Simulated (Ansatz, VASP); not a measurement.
## One calculation of TiAl3, two programs

Contents of INCAR:

```
SYSTEM = TiAl3
ALGO     = Fast           ! electronic algorithm
EDIFF    = 1E-6           ! SCF threshold, eV
EDIFFG   = -0.01          ! ionic threshold
ENCUT    = 600            ! plane-wave cutoff, eV
GGA      = RP             ! functional
IBRION   = 2              ! ionic algorithm
ISIF     = 3              ! what is computed and relaxed
ISMEAR   = -1             ! smearing method
IVDW     = 13             ! dispersion correction
LASPH    = .TRUE.         ! aspherical terms in the spheres
LCHARG   = .FALSE.        ! write CHGCAR
LREAL    = .FALSE.        ! projectors in reciprocal space
LWAVE    = .FALSE.        ! write WAVECAR
NELM     = 80             ! most SCF steps
NSW      = 60             ! ionic steps
PREC     = Accurate       ! precision mode
SIGMA    = 0.05           ! smearing width, eV
```

File KPOINTS:

```
k-points
0
G
  10 10 10
  0 0 0
```

Contents of POSCAR:

```
TiAl3
1.0
   -1.9111067713      1.9111067713      4.2806687947
    1.9111067713     -1.9111067713      4.2806687947
    1.9111067713      1.9111067713     -4.2806687947
Ti Al
1 3
Direct
    0.0000000000      0.0000000000      0.0000000000
    0.2500000000      0.7500000000      0.5000000000
    0.7500000000      0.2500000000      0.5000000000
    0.5000000000      0.5000000000      0.0000000000
```

File input.yaml:

```yaml
crystal:
  lattice:
    - [-1.9111067713, 1.9111067713, 4.2806687947]
    - [1.9111067713, -1.9111067713, 4.2806687947]
    - [1.9111067713, 1.9111067713, -4.2806687947]
  atoms:
    - { symbol: Ti, position: [0.0, 0.0, 0.0] }
    - { symbol: Al, position: [0.25, 0.75, 0.5] }
    - { symbol: Al, position: [0.75, 0.25, 0.5] }
    - { symbol: Al, position: [0.5, 0.5, 0.0] }
hamiltonian:
  xc: rpbe
  pseudopotentials: { kind: paw }
  dispersion: d4
kpoints:
  mp_grid: { grid: [10, 10, 10] }
scf:
  occupations: { method: fermi_dirac, width: 0.05 }
output:
  forces: true
  stress: true
  eigenvalues: true
  write_density: true
  write_potential: true
  elf: true
  volumetric_format: npy
relax:
  f_tol: 0.01
  max_steps: 40
  cell: { stress_tol: 0.05 }
```

Alike in both runs: task relaxation of cell and atoms; functional RPBE; dispersion D4; k mesh 10 × 10 × 10; occupations fermi-dirac, width 0.05 eV; no spin polarisation.

|  | VASP | Ansatz |
| --- | --- | --- |
| version | VASP 6.6.1 | Ansatz 0.2.0 |
| potentials or method | VASP PAW PBE potentials, release 64 (Ti_sv, Al) | Ansatz PAW |
| plane-wave cutoff (eV) | 600 | 420 |
| valence electrons in the cell | 21 | 21 |

```tsv
	VASP	Ansatz	Ansatz less VASP
gap on the k mesh at the Fermi level, each at its own relaxed structure (eV)	none	none	-
relaxed volume (Å³/atom)	15.37	15.39	+0.022
relaxed cell length with the largest relative difference (Å)	5.030	5.032	+0.0023
```

VASP's potentials were made for PBE, not for RPBE. A gap of «none» marks a metal or a gap that the smearing closes.

Noted on Ansatz's run: the plane-wave basis is chosen anew once the cell has moved, so the energies of steps on either side of that aren't comparable.
